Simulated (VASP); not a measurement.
# Tl (P6_3/mmc) in VASP: notebook

Runs on Tl. Level: PBE+D3(BJ). Tasks: relaxation of shape and atoms at fixed volume, relaxation of cell and atoms.

All numbers are computed with VASP 6.6.1; they aren't measurements. Logs are shortened: lines on timing, memory, paths and dates and some standing lists are left out, and cuts for length are marked.

### Step 1. The cell of the first run

It takes space group P6_3/mmc (No. 194, hexagonal). Conventional cell: a = 3.386 Å, b = 3.386 Å, c = 11.118 Å, α = 90.00°, β = 90.00°, γ = 120.00°. Within 4.5 Å of Tl (site symmetry -3m) lie 12 Tl at 3.39 to 3.40 Å. Tl (site symmetry -6m2) has 12 Tl at 3.39 to 3.40 Å within 4.5 Å.

### Step 2. Relaxation of shape and atoms at fixed volume, PBE+D3(BJ) (volume scaled by 0.94)

INCAR reads:

```
SYSTEM = Tl
PREC = Accurate ; ENCUT = 600
EDIFF = 1E-6 ; ISMEAR = 0
SIGMA = 0.1 ; LREAL = .FALSE.
LASPH = .TRUE. ; NELM = 100
ALGO = Normal ; ISIF = 4
LWAVE = .FALSE. ; LCHARG = .FALSE.
GGA = PE ; IVDW = 12
IBRION = 2 ; NSW = 50
EDIFFG = -0.01
```

KPOINTS reads:

```
regular mesh
0
G
  15 15 4
  0 0 0
```

POSCAR reads:

```
Tl
1.0
    3.3857500656      0.0000000000      0.0000000000
   -1.6928750328      2.9321455677      0.0000000000
    0.0000000000      0.0000000000     11.1182851142
Tl
4
Direct
    0.0000000000      0.0000000000      0.0000000000
    0.3333333333      0.6666666667      0.2500000000
    0.0000000000      0.0000000000      0.5000000000
    0.6666666667      0.3333333333      0.7500000000
```

Potentials or basis: VASP PAW PBE potentials, release 64 (Tl_d).

The run is started by

```bash
$ cat potpaw_PBE.64/Tl_d/POTCAR > POTCAR
$ mpirun -np 1 vasp_std > vasp.out
```

OUTCAR:

```text
SYSTEM = Tl
   PREC = Accurate
   ENCUT = 600
   EDIFF = 1E-6
   ISMEAR = 0
   LREAL = .FALSE.
   LASPH = .TRUE.
   NELM = 100
   ISIF = 4
   GGA = PE
   IVDW = 12
   IBRION = 2
   NSW = 50
   EDIFFG = -0.01
 IVDW          = 12

 ion  position               nearest neighbor table
   1  0.000  0.000  0.000-   2 3.40   4 3.40   4 3.40   2 3.40   4 3.40   2 3.40
   2  0.333  0.667  0.250-   1 3.40   3 3.40   1 3.40   3 3.40   1 3.40   3 3.40
   3  0.000  0.000  0.500-   2 3.40   4 3.40   4 3.40   2 3.40   4 3.40   2 3.40
   4  0.667  0.333  0.750-   1 3.40   3 3.40   1 3.40   3 3.40   1 3.40   3 3.40

  LATTYP: Found a hexagonal cell.
 ALAT       =     3.3857500656
 C/A-ratio  =     3.2838469759

  Lattice vectors:

 A1 = (   3.3857500656,   0.0000000000,   0.0000000000)
 A2 = (  -1.6928750328,   2.9321455677,   0.0000000000)
 A3 = (   0.0000000000,   0.0000000000,  11.1182851142)

Analysis of symmetry for initial positions (statically):
=====================================================================
 Subroutine PRICEL returns:
 Original cell was already a primitive cell.

 Routine SETGRP: Setting up the symmetry group for a
 hexagonal supercell.

 Subroutine GETGRP returns: Found 24 space group operations
 (whereof 12 operations were pure point group operations)
 out of a pool of 24 trial point group operations.

The static configuration has the point symmetry D_3d.
 The point group associated with its full space group is D_6h.

Analysis of symmetry for dynamics (positions and initial velocities):
=====================================================================
 Subroutine PRICEL returns:
 Original cell was already a primitive cell.

 Routine SETGRP: Setting up the symmetry group for a
 hexagonal supercell.

 Subroutine GETGRP returns: Found 24 space group operations
 (whereof 12 operations were pure point group operations)
 out of a pool of 24 trial point group operations.

The dynamic configuration has the point symmetry D_3d.
 The point group associated with its full space group is D_6h.

 Subroutine INISYM returns: Found 24 space group operations
 (whereof 12 operations are pure point group operations),
 and found     1 'primitive' translations

----------------------------------------------------------------------------------------

                                     Primitive cell

  volume of cell :     110.3769

  direct lattice vectors                    reciprocal lattice vectors
     3.385750066  0.000000000  0.000000000     0.295355529  0.170523594  0.000000000
    -1.692875033  2.932145568  0.000000000     0.000000000  0.341047188  0.000000000
     0.000000000  0.000000000 11.118285114     0.000000000  0.000000000  0.089941928

  length of vectors
     3.385750066  3.385750066 11.118285114     0.341047188  0.341047188  0.089941928

  position of ions in fractional coordinates (direct lattice)
     0.000000000  0.000000000  0.000000000
     0.333333333  0.666666667  0.250000000
     0.000000000  0.000000000  0.500000000
     0.666666667  0.333333333  0.750000000

  ion indices of the primitive-cell ions
   primitive index   ion index
                 1           1
                 2           2
                 3           3
                 4           4

----------------------------------------------------------------------------------------

 KPOINTS: regular mesh

Automatic generation of k-mesh.
 Grid dimensions read from file:
 generate k-points for:   15   15    4

 Generating k-lattice:

  Cartesian coordinates                     Fractional coordinates (reciprocal lattice)
     0.019690369  0.011368240  0.000000000     0.066666667  0.000000000  0.000000000
     0.000000000  0.022736479  0.000000000     0.000000000  0.066666667  0.000000000
     0.000000000  0.000000000  0.022485482     0.000000000  0.000000000  0.250000000

  Length of vectors
     0.022736479  0.022736479  0.022485482

  Shift w.r.t. Gamma in fractional coordinates (k-lattice)
     0.000000000  0.000000000  0.000000000

 Subroutine IBZKPT returns following result:
 ===========================================

 Found     81 irreducible k-points:

 Following reciprocal coordinates:
            Coordinates               Weight
  0.000000  0.000000  0.000000      1.000000
  0.066667  0.000000  0.000000      6.000000
  0.133333  0.000000  0.000000      6.000000
  0.200000  0.000000  0.000000      6.000000
  0.266667  0.000000  0.000000      6.000000
  0.333333  0.000000  0.000000      6.000000
[... 16 lines left out ...]
  0.333333  0.200000  0.000000     12.000000
  0.400000  0.200000  0.000000      6.000000
 [... further k-points ...]
   k-points           NKPTS =     81   k-points in BZ     NKDIM =     81   number of bands    NBANDS=     31
   number of dos      NEDOS =    301   number of ions     NIONS =      4
   total plane-waves  NPLWV =  70560
   dimension x,y,z NGX =    28 NGY =   28 NGZ =   90
   dimension x,y,z NGXF=    56 NGYF=   56 NGZF=  180
   ions per type =               4
   NGX,Y,Z   is equivalent  to a cutoff of  13.75, 13.75, 13.46 a.u.
   NGXF,Y,Z  is equivalent  to a cutoff of  27.50, 27.50, 26.91 a.u.
 SYSTEM =  Tl
   PREC   = accura    normal or accurate (medium, high low for compatibility)
   ISTART =      0    job   : 0-new  1-cont  2-samecut
   ICHARG =      2    charge: 1-file 2-atom 10-const
   ISPIN  =      1    spin polarized calculation?
   LNONCOLLINEAR =      F non collinear calculations
   LSORBIT =      F    spin-orbit coupling
   LASPH  =      T    aspherical Exc in radial PAW
   ENCUT  =  600.0 eV  44.10 Ry    6.64 a.u.   6.76  6.76 22.21*2*pi/ulx,y,z
   NELM   =    100;   NELMIN=  2; NELMDL= -5     # of ELM steps
   EDIFF  = 0.1E-05   stopping-criterion for ELM
   LREAL  =      F    real-space projection
   EDIFFG = -.1E-01   stopping-criterion for IOM
   NSW    =     50    number of steps for IOM
   IBRION =      2    ionic relax: 0-MD 1-quasi-New 2-CG
   NFREE  =      1    steps in history (QN), initial steepest desc. (CG)
   ISIF   =      4    stress and relaxation
   ISYM   =      2    0-nonsym 1-usesym 2-fastsym
   POTIM  = 0.5000    time-step for ionic-motion
   TEBEG  =    0.0;   TEEND  =   0.0 temperature during run
   PSTRESS=    0.0 pullay stress
   NELECT =      52.0000    total number of electrons
   NUPDOWN=      -1.0000    fix difference up-down
   EMIN   =  10.00;   EMAX   =-10.00  energy-range for DOS
   EFERMI =   0.00;   METHOD = LEGACY
   ISMEAR =     0;   SIGMA  =   0.10  broadening in eV -4-tet -1-fermi 0-gaus
   EFERMI_NEDOS =   21; number of points for ismear=-14 and -15
   IALGO  =     38    algorithm
   IMIX   =      4    mixing-type and parameters
     AMIX     =   0.40;   BMIX     =  1.00
     AMIX_MAG =   1.60;   BMIX_MAG =  1.00
  volume/ion in A,a.u.               =      27.59       186.22
  Fermi-wavevector in a.u.,A,eV,Ry     =   1.273845  2.407218 22.077911  1.622681
  Thomas-Fermi vector in A             =   2.406646
   LORBIT       =      0    0 simple, 1 ext, 2 COOP (PROOUT), +10 PAW based schemes
   GGA     = PE    functional components
   LHFCALC =     F    Hartree Fock is set to
   AEXX    =    0.0000 exact exchange contribution
   IVDW    =    12    specifies the selected vdW correction
   LEPSILON=     F    determine dielectric tensor
   LRPA    =     F    only Hartree local field effects (RPA)
 conjugate gradient relaxation of ions
 non-spin polarized calculation
 Gauss-broadening in eV      SIGMA  =   0.10
  energy-cutoff  :      600.00
  volume of cell :      110.38
 maximum number of plane-waves:      3704
 NGX is ok and might be reduce to    28
   NGX = 13   NGY = 13   NGZ = 45

 number of electron      51.9999996 magnetization

 Free energy of the ion-electron system (eV)
  ---------------------------------------------------
  ext. energy  EPLUGINS =         0.00000000
  ---------------------------------------------------
  free energy    TOTEN  =        -8.66332019 eV

  energy without entropy =       -8.65548474  energy(sigma->0) =       -8.65940246

 E-fermi :   6.9437     XC(G=0): -10.3721

 val. band max:        6.9414468636   @ k =   0.2667   0.1333   0.0000
 cond. band min:       6.9476864574   @ k =   0.4667   0.0000   0.2500
 fundamental gap:      0.0062395938
 Fermi energy:         6.9436693622

 k-point     1 :       0.0000    0.0000    0.0000
  band No.  band energies     occupation
      1      -4.9482      2.00000
      2      -4.8186      2.00000
      3      -4.8014      2.00000
      4      -4.7126      2.00000
      5      -4.7067      2.00000
      6      -4.7067      2.00000
[... 23 lines left out ...]
     30      16.4744      0.00000
     31      16.4853      0.00000

 k-point     2 :       0.0667    0.0000    0.0000
  band No.  band energies     occupation
      1      -4.9274      2.00000
      2      -4.8037      2.00000
      3      -4.7946      2.00000
      4      -4.7122      2.00000
      5      -4.7074      2.00000
      6      -4.6967      2.00000
[... 23 lines left out ...]
     30      15.4902      0.00000
     31      15.5178      0.00000

 k-point     3 :       0.1333    0.0000    0.0000
  band No.  band energies     occupation
      1      -4.8866      2.00000
      2      -4.7942      2.00000
      3      -4.7868      2.00000
      4      -4.7133      2.00000
      5      -4.7086      2.00000
      6      -4.6960      2.00000
[... 23 lines left out ...]
     30      13.7185      0.00000
     31      14.1904      0.00000

 k-point     4 :       0.2000    0.0000    0.0000
  band No.  band energies     occupation
      1      -4.8959      2.00000
      2      -4.8130      2.00000
      3      -4.8107      2.00000
      4      -4.7194      2.00000
      5      -4.7152      2.00000
      6      -4.6640      2.00000
[... 635 lines left out ...]
     30       9.1601      0.00000
     31       9.7665      0.00000

 k-point    23 :       0.3333    0.2000    0.0000
  band No.  band energies     occupation
      1      -4.9170      2.00000
      2      -4.9101      2.00000
      3      -4.8221      2.00000
      4      -4.7965      2.00000
      5      -4.7359      2.00000
      6      -4.7196      2.00000
[... 23 lines left out ...]
     30       8.7658      0.00000
     31       9.3814      0.00000

 k-point    24 :       0.4000    0.2000    0.0000
  band No.  band energies     occupation
      1      -4.9300      2.00000
      2      -4.9150      2.00000
      3      -4.8262      2.00000
      4      -4.7896      2.00000
      5      -4.7570      2.00000
      6      -4.7262      2.00000
[... 23 lines left out ...]
     30       8.6378      0.00000
     31       9.2591      0.00000

 [... further k-points ...]

------------------------ aborting loop because EDIFF is reached ----------------------------------------

 Edisp (eV)   -1.42287

 E8    (eV) :    -0.7444

  FORCE on cell =-STRESS in cart. coord.  units (eV):
  Direction    XX          YY          ZZ          XY          YZ          ZX
  --------------------------------------------------------------------------------------
  -------------------------------------------------------------------------------------
  Total       1.65746     1.65746     1.66849    -0.00000    -0.00000     0.00000
  in kB      24.05883    24.05883    24.21902    -0.00000    -0.00000     0.00000
  external pressure =       24.11 kB  Pullay stress =        0.00 kB

 VOLUME and BASIS-vectors are now :
 -----------------------------------------------------------------------------
  energy-cutoff  :      600.00
  volume of cell :      110.38
      direct lattice vectors                 reciprocal lattice vectors
     3.385750066  0.000000000  0.000000000     0.295355529  0.170523594  0.000000000
    -1.692875033  2.932145568  0.000000000     0.000000000  0.341047188  0.000000000
     0.000000000  0.000000000 11.118285114     0.000000000  0.000000000  0.089941928

 POSITION                                       TOTAL-FORCE (eV/Angst)
 -----------------------------------------------------------------------------------
      0.00000      0.00000      0.00000        -0.000000     -0.000000     -0.000000
     -0.00000      1.95476      2.77957         0.000000      0.000000     -0.000000
      0.00000      0.00000      5.55914        -0.000000     -0.000000     -0.000000
      1.69288      0.97738      8.33871        -0.000000     -0.000000      0.000000
 -----------------------------------------------------------------------------------
    total drift:                                0.000000     -0.000000      0.000000

  FREE ENERGIE OF THE ION-ELECTRON SYSTEM (eV)
  ---------------------------------------------------
  free  energy   TOTEN  =       -10.0861935566 eV

  energy  without entropy=      -10.0783581052  energy(sigma->0) =      -10.08227583

 reached required accuracy - stopping structural energy minimisation
```

Wall time 2.6 min (1 thread of Intel Xeon Platinum 8375C at 2.90GHz (Ice Lake), shared host); peak memory 0.4 GiB.

Results:

| Quantity | Value |
| --- | --- |
| Free energy | -10.0862 eV |
| Pressure after relaxing | 2.4 GPa |
| Band gap on the k mesh | zero (band 26 reaches 10.30 eV, above the bottom of band 27 at 5.83 eV) |
| Dispersion energy per atom | -0.356 eV |

Final structure:
```
Tl
1.0
     3.38575    0.00000    0.00000
    -1.69288    2.93215    0.00000
     0.00000    0.00000   11.11829
Tl
4
Cartesian
  0.0000 0.0000 0.0000
  0.0000 1.9548 2.7796
  0.0000 0.0000 5.5591
  1.6929 0.9774 8.3387
```

Levels at points of the mesh, in eV from the Fermi level:
| k point | band 23 | band 24 | band 25 | band 26 | band 27 | band 28 | band 29 | band 30 |
| --- | --- | --- | --- | --- | --- | --- | --- | --- |
| (0.00, 0.00, 0.00) | -8.83 | -5.35 | -3.07 | 3.09 | 3.10 | 8.56 | 8.56 | 9.53 |
| (0.00, 0.00, 0.50) | -7.04 | -7.04 | -0.70 | -0.70 | 7.37 | 7.37 | 8.83 | 8.83 |

Caveat: the relaxation stopped at its first step, so nothing moved; spin-orbit coupling is left out, which moves the levels of the heavy elements; pairwise dispersion overbinds metals, which lowers pressure and volume.

### Step 3. Relaxation of shape and atoms at fixed volume, PBE+D3(BJ) (volume scaled by 0.88)

INCAR reads:

```
SYSTEM = Tl
PREC     = Accurate       ! precision mode
ENCUT    = 600            ! plane-wave cutoff, eV
EDIFF    = 1E-6           ! SCF threshold, eV
ISMEAR   = 0              ! smearing method
SIGMA    = 0.1            ! smearing width, eV
LREAL    = .False.        ! projectors in reciprocal space
LASPH    = .True.         ! aspherical terms in the spheres
NELM     = 100            ! most SCF steps
ALGO     = Normal         ! electronic algorithm
ISIF     = 4              ! what is computed and relaxed
LWAVE    = .False.        ! write WAVECAR
LCHARG   = .False.        ! write CHGCAR
GGA      = PE             ! functional
IVDW     = 12             ! dispersion correction
IBRION   = 2              ! ionic algorithm
NSW      = 50             ! ionic steps
EDIFFG   = -0.01          ! ionic threshold
```

KPOINTS reads:

```
Automatic mesh
0
Gamma
  15 15 4
  0 0 0
```

POSCAR reads:

```
Tl
1.0
    3.3121233450      0.0000000000      0.0000000000
   -1.6560616725      2.8683829572      0.0000000000
    0.0000000000      0.0000000000     10.8765062302
Tl
4
Direct
    0.0000000000      0.0000000000      0.0000000000
    0.3333333333      0.6666666667      0.2500000000
    0.0000000000      0.0000000000      0.5000000000
    0.6666666667      0.3333333333      0.7500000000
```

Potentials or basis: VASP PAW PBE potentials, release 64 (Tl_d).

The run is started by

```bash
$ cat potpaw_PBE.64/Tl_d/POTCAR > POTCAR
$ mpirun -np 1 vasp_std > vasp.out
```

Wall time 4.4 min (1 thread of Intel Xeon Platinum 8259CL at 2.50GHz (Skylake/Cascade Lake), shared host); peak memory 0.4 GiB.

The run converged. Its results:

| Item | Value |
| --- | --- |
| Free energy | -9.9053 eV |
| Pressure after relaxing | 6.0 GPa |
| Band gap on the k mesh | zero (band 26 reaches 11.30 eV, above the bottom of band 27 at 6.48 eV) |
| Dispersion energy per atom | -0.381 eV |

Final structure:
```
CELL_PARAMETERS angstrom
3.31212 0.00000 0.00000
-1.65606 2.86838 0.00000
0.00000 0.00000 10.87651
ATOMIC_POSITIONS crystal
Tl 0.00000 0.00000 0.00000
Tl 0.33333 0.66667 0.25000
Tl 0.00000 0.00000 0.50000
Tl 0.66667 0.33333 0.75000
```

Levels at points of the mesh, in eV from the Fermi level:
```
           k point  band 22  band 23  band 24  band 25  band 26  band 27  band 28  band 29  band 30  band 31
(0.00, 0.00, 0.00)    -9.23    -9.21    -5.33    -3.37     3.30     3.31     9.02     9.02    10.04    10.06
(0.00, 0.00, 0.50)   -10.40    -7.28    -7.28    -0.72    -0.72     7.77     7.77     9.32     9.32     9.32
```

Caveat: the relaxation stopped at its first step, so nothing moved; spin-orbit coupling is left out, which moves the levels of the heavy elements; pairwise dispersion overbinds metals, which lowers pressure and volume.

(Continued in part 2 of 2.)
